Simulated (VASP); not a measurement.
# Cu3Sb4O12 (P1) in VASP: notebook, part 2 of 2

VASP 6.6.1.

## (3) Single point, LDA

Contents of INCAR:

```
SYSTEM = Cu3Sb4O12
PREC = Accurate
ENCUT = 520
EDIFF = 1E-6
ISMEAR = -1
SIGMA = 0.05
LREAL = Auto
LASPH = .True.
NELM = 100
ALGO = Normal
ISIF = 2
LWAVE = .False.
LCHARG = .False.
NBANDS = 150
```

Contents of KPOINTS:

```
Automatic mesh
0
Gamma
  1 1 1
  0 0 0
```

Contents of POSCAR:

```
Cu3Sb4O12
1.0
    7.6993660000      0.0000000000      0.0000000000
    0.0000000000      7.6993660000      0.0000000000
    0.0000000000      0.0000000000      7.6993660000
Cu Sb O
6 8 24
Direct
    0.0050393760      0.0197808495      0.4851698179
   -0.0092345266      0.4928327865     -0.0284309124
    0.4860400194     -0.0468739894      0.0409644119
    0.5196012243      0.4927808342     -0.0313142667
    0.4966253066      0.0013377725      0.5295371073
   -0.0465882516      0.5401223945      0.5155099784
    0.2590992557      0.2332010194      0.2379156933
    0.2592810889      0.7149419835      0.2746330022
    0.2423706056      0.2782436892      0.7455419057
    0.7580754052      0.2235248980      0.2394223109
    0.7466588807      0.7893766837      0.7521138754
    0.7479966532      0.2590343153      0.7409830887
    0.7573870368      0.7293457669      0.2605539209
    0.2488646468      0.7665176587      0.7540880639
    0.3281958540      0.8379261357      0.5016257183
    0.1854048762      0.7416324929      0.0092215385
    0.3089605040      0.1852100550      0.4973136749
   -0.0248462016      0.2045493096      0.6655353181
    0.8207688789      0.4823773802      0.3034275809
    0.3072330891     -0.0214433240      0.2187063195
    0.0133907129      0.1752611838      0.2886601312
    0.7146432576     -0.0260540933      0.1661695262
    0.1783523475      0.3097917413     -0.0140141409
    0.4902351700      0.3248579169      0.8172101443
    0.1923275241      0.4802343466      0.3220654792
    0.5127824811      0.2379416695      0.1498175304
    0.7877271973      0.3206887424     -0.0059355537
    0.7012785209      0.1938471298      0.4716881884
    0.8123655896      0.6758608436      0.0044808884
    0.5186660824      0.6497677861      0.2158489413
    0.3377291065      0.0324961822      0.7888961247
    0.7984163891      0.5206792351      0.7227218449
    0.4991969469      0.7065516823      0.8418095724
    0.1702607721      0.5156268711      0.6732242629
    0.7219165838      0.8442513319      0.4900663249
    0.0029742709      0.7980786989      0.3121945365
    0.6896411990      0.0268853306      0.8085341053
   -0.0250020586      0.8270680989      0.6653275088
```

Potentials or basis: VASP PAW LDA potentials, release 64 (Cu, Sb, O).

On the command line:

```bash
cat potpaw_LDA.64/Cu/POTCAR potpaw_LDA.64/Sb/POTCAR potpaw_LDA.64/O/POTCAR > POTCAR
mpirun -np 1 vasp_gam > vasp.out
```

OUTCAR:

```text
SYSTEM = Cu3Sb4O12
   PREC = Accurate
   ENCUT = 520
   EDIFF = 1E-6
   ISMEAR = -1
   LREAL = Auto
   LASPH = .True.
   NELM = 100
   ISIF = 2

 ion  position               nearest neighbor table
   1  0.005  0.020  0.485-  21 1.93  18 2.00  38 2.04  36 2.17  10 3.11   7 3.19
   2  0.991  0.493  0.972-  29 1.98  23 2.02  27 2.06   9 3.08  12 3.14
   3  0.486  0.953  0.041-  20 1.95  22 2.01  31 2.33  26 2.36   8 3.11   7 3.16  13 3.19  14 3.21
                            11 3.25
   4  0.520  0.493  0.969-  24 1.76  33 1.92  30 2.25  12 3.07   9 3.20
   5  0.497  0.001  0.530-  15 1.82  17 2.04  35 2.14  28 2.21  31 2.35  11 3.05  14 3.15  12 3.21

   6  0.953  0.540  0.516-  19 1.98  32 2.00  34 2.07  13 2.87  11 3.09  12 3.19   8 3.29
   7  0.259  0.233  0.238-  21 1.98  20 2.00  17 2.07  26 2.07  25 2.07  23 2.12   3 3.16   1 3.19
                             8 3.72
   8  0.259  0.715  0.275-  25 1.91  15 2.06  36 2.09  20 2.11  30 2.11  16 2.13   3 3.11   6 3.29
                            14 3.71   7 3.72
   9  0.242  0.278  0.746-  23 1.93  34 1.99  24 2.02  31 2.06  17 2.10  18 2.22   2 3.08   4 3.20
                            14 3.76
  10  0.758  0.224  0.239-  28 1.86  26 2.01  22 2.03  21 2.04  27 2.04  19 2.11   1 3.11
  11  0.747  0.789  0.752-  38 1.90  37 1.93  35 2.07  32 2.12  33 2.12  29 2.19   5 3.05   6 3.09
                             3 3.25  12 3.62
  12  0.748  0.259  0.741-  18 1.89  37 1.91  27 2.03  32 2.06  24 2.13  28 2.16   4 3.07   2 3.14
                             6 3.19   5 3.21  11 3.62
  13  0.757  0.729  0.261-  30 1.97  19 1.99  35 1.99  36 2.00  22 2.05  29 2.06   6 2.87   3 3.19
[... 4 lines left out ...]
  16  0.185  0.742  0.009-  14 2.03   8 2.13
  17  0.309  0.185  0.497-   5 2.04   7 2.07   9 2.10
  18  0.975  0.205  0.666-  12 1.89   1 2.00   9 2.22
  19  0.821  0.482  0.303-   6 1.98  13 1.99  10 2.11
  20  0.307  0.979  0.219-   3 1.95   7 2.00   8 2.11
  21  0.013  0.175  0.289-   1 1.93   7 1.98  10 2.04
  22  0.715  0.974  0.166-   3 2.01  10 2.03  13 2.05
  23  0.178  0.310  0.986-   9 1.93   2 2.02   7 2.12
  24  0.490  0.325  0.817-   4 1.76   9 2.02  12 2.13
  25  0.192  0.480  0.322-   8 1.91   7 2.07
  26  0.513  0.238  0.150-  10 2.01   7 2.07   3 2.36
  27  0.788  0.321  0.994-  12 2.03  10 2.04   2 2.06
  28  0.701  0.194  0.472-  10 1.86  12 2.16   5 2.21
  29  0.812  0.676  0.004-   2 1.98  13 2.06  11 2.19
[... 223 lines left out ...]
   LRPA    =     F    only Hartree local field effects (RPA)
 non-spin polarized calculation
  energy-cutoff  :      520.00
  volume of cell :      456.42
 maximum number of plane-waves:      6099
 NGX is ok and might be reduce to    60
   NGX = 29   NGY = 29   NGZ = 29

 number of electron     250.0000028 magnetization

 Free energy of the ion-electron system (eV)
  ---------------------------------------------------
  ext. energy  EPLUGINS =         0.00000000
  ---------------------------------------------------
  free energy    TOTEN  =      -240.54377507 eV

  energy without entropy =     -240.27136729  energy(sigma->0) =     -240.40757118

 E-fermi :   5.7978     XC(G=0): -11.3628

 val. band max:        5.7084597947   @ k =   0.0000   0.0000   0.0000
 cond. band min:       5.8031247676   @ k =   0.0000   0.0000   0.0000
 fundamental gap:      0.0946649728
 Fermi energy:         5.7978248939

 k-point     1 :       0.0000    0.0000    0.0000
  band No.  band energies     occupation
      1     -14.6303      2.00000
      2     -13.8161      2.00000
      3     -13.7443      2.00000
      4     -13.6199      2.00000
      5     -13.1570      2.00000
      6     -13.1433      2.00000
[... 129 lines left out ...]
    136      10.1784      0.00000
    137      10.4027      0.00000
 [bands above 137 left out]

------------------------ aborting loop because EDIFF is reached ----------------------------------------

  FORCE on cell =-STRESS in cart. coord.  units (eV):
  Direction    XX          YY          ZZ          XY          YZ          ZX
  --------------------------------------------------------------------------------------
  -------------------------------------------------------------------------------------
  Total      -13.3589537    -18.3759550    -16.8827281      2.4838664     -0.7820896     -3.5149212
  in kB      -46.8940920    -64.5053307    -59.2636389      8.7191453     -2.7453782    -12.3384692
  external PRESSURE =     -56.8876872 kB  Pullay stress =       0.0000000 kB

 VOLUME and BASIS-vectors are now :
 -----------------------------------------------------------------------------
  energy-cutoff  :      520.00
  volume of cell :      456.42
      direct lattice vectors                 reciprocal lattice vectors
     7.699366000  0.000000000  0.000000000     0.129880824  0.000000000  0.000000000
     0.000000000  7.699366000  0.000000000     0.000000000  0.129880824  0.000000000
     0.000000000  0.000000000  7.699366000     0.000000000  0.000000000  0.129880824

 POSITION                                       TOTAL-FORCE (eV/Angst)
 -----------------------------------------------------------------------------------
      0.03880      0.15230      3.73550        -0.335165     -1.057056      0.099616
      7.62827      3.79450      7.48047        -0.323440      0.636028      0.622236
      3.74220      7.33847      0.31540         0.172149      0.864999     -0.704288
      4.00060      3.79410      7.45827         0.782208      1.307419      2.682234
      3.82370      0.01030      4.07710         1.007299      1.494493     -0.601744
      7.34067      4.15860      3.96910         0.785073     -0.478002     -0.151580
[... 30 lines left out ...]
      5.30980      0.20700      6.22520        -0.616036     -0.944287      0.193045
      7.50687      6.36790      5.12260         3.807096      0.154425      0.398051
 -----------------------------------------------------------------------------------
    total drift:                                0.004707      0.010075     -0.019080

  FREE ENERGIE OF THE ION-ELECTRON SYSTEM (eV)
  ---------------------------------------------------
  free  energy   TOTEN  =      -240.5437750678 eV

  energy  without entropy=     -240.2713672938  energy(sigma->0) =     -240.40757118
```

Run time: 5.2 min. Hardware: 1 thread of AMD EPYC 7R43 (Zen 3), shared host; peak memory 0.33 GiB.

Results:

| Quantity | Value |
| --- | --- |
| Free energy | -240.5438 eV |
| Pressure | -5.7 GPa |
| Largest force | 3.945 eV/Å |

Forces in eV/Å, atoms in the order of the input:
```
Cu  -0.335 -1.057  0.100
Cu  -0.323  0.636  0.622
Cu   0.172  0.865 -0.704
Cu   0.782  1.307  2.682
Cu   1.007  1.494 -0.602
Cu   0.785 -0.478 -0.152
Sb   0.616  0.191  0.606
Sb  -0.202  2.531 -1.692
Sb   0.592 -2.179 -2.014
Sb   0.525  0.688 -2.601
Sb  -0.765 -2.432  1.410
Sb  -1.757  1.688 -0.067
Sb   0.797  0.838 -1.768
Sb  -0.402  1.041  0.680
O   -1.427 -2.523  1.010
O    0.143 -1.413 -0.453
O   -0.173  0.633  0.160
O    3.282 -0.085  0.061
O    0.055 -0.137  0.539
O    0.310 -0.283 -0.727
O   -0.840 -0.084 -0.103
O   -0.178 -0.374  0.363
O   -0.653  0.675  1.243
O    0.075 -0.756 -2.443
O    0.280 -0.809 -0.467
O   -1.245  1.195  0.351
O    0.804 -0.048 -0.092
O   -1.579 -0.423  3.591
O   -0.114  0.443 -0.418
O   -1.696 -0.082 -0.590
O   -0.978 -1.511  0.424
O    0.099  0.007 -1.216
O   -0.084  0.946 -0.698
O    0.127  1.069  0.609
O   -1.970 -0.400  1.009
O    1.079 -0.383  0.754
O   -0.616 -0.944  0.193
O    3.807  0.154  0.398
```

Caveat: the k points lie up to 0.82 Å⁻¹ apart; the atoms stand as in a frame of molecular dynamics; spin-orbit coupling is left out, which moves the levels of the heavy elements; forces of over 1 eV/Å act on the atoms, so gaps and moduli don't describe the material at rest.

## (4) Single point, LDA

Contents of INCAR:

```
  PREC = Accurate
  ENCUT = 520
  EDIFF = 1E-7
  ISMEAR = -1
  SIGMA = 0.05
  LREAL = Auto
  LASPH = T
  NELM = 80
  ALGO = Normal
  ISIF = 2
  LWAVE = F
  LCHARG = F
  NBANDS = 150
```

Contents of KPOINTS:

```
Automatic mesh
0
Gamma
  1 1 1
```

Contents of POSCAR:

```
Cu3Sb4O12
1.0
    7.6993660000      0.0000000000      0.0000000000
    0.0000000000      7.6993660000      0.0000000000
    0.0000000000      0.0000000000      7.6993660000
Cu Sb O
6 8 24
Direct
    0.0252748083     -0.0407955668      0.5484867196
    0.0034548299      0.4913911093     -0.0070914930
    0.5199129383      0.0317558615     -0.0243656426
    0.5029375146      0.5067819870      0.0160922341
    0.4782601580     -0.0363406545      0.4429845263
    0.0380940457      0.4761690768      0.4973526392
    0.2371234203      0.2404873336      0.2674765688
    0.2481113380      0.7539841592      0.2719444692
    0.2449552340      0.2301098558      0.7597768440
    0.7413857193      0.2816985191      0.2420069393
    0.7463731429      0.7538672665      0.7400349587
    0.7473212729      0.2650348094      0.7289041721
    0.7547894203      0.7734273186      0.2393054181
    0.2443577822      0.7386192577      0.7722064388
    0.2899329633      0.8093783306      0.5412523577
    0.1523631946      0.7096688221      0.0193782189
    0.3003623935      0.2000684212      0.5154710141
   -0.0146765331      0.1648707179      0.6862513095
    0.8407835139      0.5154450379      0.2843870521
    0.3171300078     -0.0055459112      0.2174984278
   -0.0054420065      0.1966655436      0.3284296395
    0.7190332295      0.0417177207      0.1434793462
    0.1974708047      0.2989077282      0.0099878354
    0.5223546978      0.2686325082      0.8411341921
    0.2178361179      0.4979371029      0.3392746883
    0.4981968645      0.3335859082      0.1700529628
    0.8191453686      0.3209614922     -0.0115204291
    0.6572619096      0.2049519402      0.4778575275
    0.7612704734      0.6859006313     -0.0171962211
    0.5033531332      0.6998628199      0.2085886033
    0.3202991000     -0.0176378159      0.7962733555
    0.8378482072      0.5004048385      0.6686264817
    0.4993008515      0.6542746507      0.7772068505
    0.2177062371      0.4828189750      0.7111754396
    0.6899399249      0.8011049221      0.4818188926
   -0.0210147173      0.8549145475      0.3036613664
    0.6757309628     -0.0038444724      0.7421650042
    0.0047536382      0.7838177845      0.7053567787
```

Potentials or basis: VASP PAW LDA potentials, release 64 (Cu, Sb, O).

On the command line:

```bash
cat potpaw_LDA.64/Cu/POTCAR potpaw_LDA.64/Sb/POTCAR potpaw_LDA.64/O/POTCAR > POTCAR
mpirun -np 1 vasp_gam > vasp.out
```

OUTCAR:

```text
PREC = Accurate
   ENCUT = 520
   EDIFF = 1E-7
   ISMEAR = -1
   LREAL = Auto
   LASPH = T
   NELM = 80
   ISIF = 2

 ion  position               nearest neighbor table
   1  0.025  0.959  0.548-  38 1.82  18 1.93  36 2.08  15 2.34  14 2.95  11 3.05   9 3.14   8 3.16

   2  0.003  0.491  0.993-  27 1.93  16 2.04  23 2.11  14 3.15  10 3.22   9 3.28
   3  0.520  0.032  0.976-  22 2.01  24 2.10  31 2.10  37 2.18   9 3.09  12 3.15  10 3.29
   4  0.503  0.507  0.016-  26 1.78  30 2.10  33 2.16  24 2.28  10 3.07  14 3.27
   5  0.478  0.964  0.443-  15 2.02  35 2.08  20 2.15  28 2.33  17 2.35   8 2.74  13 3.02   7 3.13

   6  0.038  0.476  0.497-  25 1.85  32 2.04  34 2.15  19 2.26   7 2.96   8 3.19   9 3.20
   7  0.237  0.240  0.267-  21 1.95  17 1.99  20 2.03  23 2.06  25 2.06  26 2.26   6 2.96   5 3.13
                             8 3.75
   8  0.248  0.754  0.272-  20 1.97  25 2.05  30 2.07  16 2.11  15 2.14  36 2.23   5 2.74   1 3.16
                             6 3.19   7 3.75
   9  0.245  0.230  0.760-  17 1.94  34 1.99  31 2.01  23 2.03  18 2.14  24 2.25   3 3.09   1 3.14
                             6 3.20   2 3.28
  10  0.741  0.282  0.242-  19 1.98  26 1.99  22 2.00  28 2.02  27 2.06  21 2.16   4 3.07   2 3.22
                             3 3.29  12 3.75
[... 275 lines left out ...]
      4     -13.6356      2.00000
      5     -13.1756      2.00000
      6     -13.1215      2.00000
[... 129 lines left out ...]
    136      10.2651      0.00000
    137      10.4523      0.00000
 [bands above 137 left out]

------------------------ aborting loop because EDIFF is reached ----------------------------------------

  FORCE on cell =-STRESS in cart. coord.  units (eV):
  Direction    XX          YY          ZZ          XY          YZ          ZX
  --------------------------------------------------------------------------------------
  -------------------------------------------------------------------------------------
  Total      -18.7196727    -15.6350789    -17.1430380      1.5221929     -2.9660402     -3.2572332
  in kB      -65.7118872    -54.8840012    -60.1774077      5.3433716    -10.4117259    -11.4339040
  external PRESSURE =     -60.2577654 kB  Pullay stress =       0.0000000 kB

 VOLUME and BASIS-vectors are now :
 -----------------------------------------------------------------------------
  energy-cutoff  :      520.00
  volume of cell :      456.42
      direct lattice vectors                 reciprocal lattice vectors
     7.699366000  0.000000000  0.000000000     0.129880824  0.000000000  0.000000000
     0.000000000  7.699366000  0.000000000     0.000000000  0.129880824  0.000000000
     0.000000000  0.000000000  7.699366000     0.000000000  0.000000000  0.129880824

 POSITION                                       TOTAL-FORCE (eV/Angst)
 -----------------------------------------------------------------------------------
      0.19460      7.38527      4.22300        -0.500490      1.869964     -2.352722
      0.02660      3.78340      7.64477        -0.307819      0.237322      0.422464
      4.00300      0.24450      7.51177         0.272320      0.093702     -0.244682
      3.87230      3.90190      0.12390         0.468496      1.146250     -1.896354
      3.68230      7.41957      3.41070         1.211319      0.788418      1.259470
      0.29330      3.66620      3.82930        -1.415794      0.264557      0.882043
[... 30 lines left out ...]
      5.20270      7.66977      5.71420         0.328191      0.463396      1.467560
      0.03660      6.03490      5.43080        -1.204757     -0.352330      0.598355
 -----------------------------------------------------------------------------------
    total drift:                                0.001426      0.009014      0.008500

  FREE ENERGIE OF THE ION-ELECTRON SYSTEM (eV)
  ---------------------------------------------------
  free  energy   TOTEN  =      -240.6250216008 eV

  energy  without entropy=     -240.2930457340  energy(sigma->0) =     -240.45903367
```

OSZICAR:

```text
N       E                     dE             d eps       ncg     rms          rms(c)
DAV:   1     0.491186762453E+04    0.49119E+04   -0.11220E+05   308   0.219E+03
DAV:   2     0.117258903498E+04   -0.37393E+04   -0.35616E+04   348   0.660E+02
DAV:   3    -0.647218801924E+02   -0.12373E+04   -0.11411E+04   362   0.319E+02
[... 35 lines left out ...]
DAV:  39    -0.240625021709E+03    0.13276E-06   -0.20385E-06   192   0.525E-03    0.891E-03
DAV:  40    -0.240625021663E+03    0.46679E-07   -0.24475E-06   168   0.447E-03    0.467E-03
DAV:  41    -0.240625021621E+03    0.42000E-07   -0.13932E-06   168   0.383E-03    0.553E-03
DAV:  42    -0.240625021624E+03   -0.34997E-08   -0.15192E-06   150   0.335E-03    0.511E-03
DAV:  43    -0.240625021601E+03    0.23359E-07   -0.99445E-07   150   0.316E-03
   1 F= -.24062502E+03 E0= -.24045903E+03  d E =-.331976E+00
```

It took 7.2 min on 1 thread of AMD EPYC 7R43 (Zen 3), shared host; peak memory 0.34 GiB.

Results:

| Property | Result |
| --- | --- |
| Free energy | -240.6250 eV |
| Pressure | -6.0 GPa |
| Largest force | 4.462 eV/Å |

Forces on the atoms (eV/Å):
```
Cu  -0.500  1.870 -2.353
Cu  -0.308  0.237  0.422
Cu   0.272  0.094 -0.245
Cu   0.468  1.146 -1.896
Cu   1.211  0.788  1.259
Cu  -1.416  0.265  0.882
Sb   0.386  0.806 -0.599
Sb  -1.132 -1.324 -0.484
Sb   0.091  0.424  0.454
Sb   1.179 -1.358  0.515
Sb  -1.229 -0.843 -1.167
Sb   0.565 -1.437 -0.680
Sb  -0.519 -0.474 -1.127
Sb   1.772 -1.842  2.097
O   -0.219  0.386 -4.440
O    0.617 -0.942 -0.043
O    0.202 -0.745 -0.831
O    1.168  0.435  0.751
O   -0.003  0.673  0.000
O    0.666  1.124  0.076
O   -0.372  0.949 -0.201
O   -1.225 -2.028  0.195
O   -0.384  0.097  0.011
O   -2.249  0.638 -0.013
O    0.073  0.392 -0.738
O   -0.462 -1.092  1.635
O    0.446  0.455 -0.584
O    0.732  0.403  0.012
O    0.888  0.160  1.237
O   -0.908 -0.126 -0.710
O    0.145  1.092  2.016
O   -0.260 -0.182 -0.009
O   -0.076  0.172  1.316
O   -1.125  0.239 -0.162
O   -0.601  0.218  0.578
O    2.983 -0.780  0.758
O    0.328  0.463  1.468
O   -1.205 -0.352  0.598
```

Caveat: the k points lie up to 0.82 Å⁻¹ apart; the atoms stand as in a frame of molecular dynamics; spin-orbit coupling is left out, which moves the levels of the heavy elements; forces of over 1 eV/Å act on the atoms, so gaps and moduli don't describe the material at rest.

## (5) Overview

```tsv
cell	pressure (GPa)	largest force (eV/Å)
as given, atomic positions A	-6.0	4.02
as given, atomic positions B	-5.7	3.95
as given, atomic positions C	-6.0	4.46
```

Alike in all rows: task single point; level LDA; potentials or basis VASP PAW LDA potentials, release 64 (Cu, Sb, O); no spin polarisation; k mesh 1 × 1 × 1; cutoff (eV) 520; smearing fermi-dirac 0.05 eV.

Caveats: all runs use coarse meshes; the atoms stand as in a frame of molecular dynamics; spin-orbit coupling is left out, which moves the levels of the heavy elements; forces of over 1 eV/Å act on the atoms, so gaps and moduli don't describe the material at rest.

Total energies depend on the potentials used, so only differences within one code and one set of settings carry meaning.
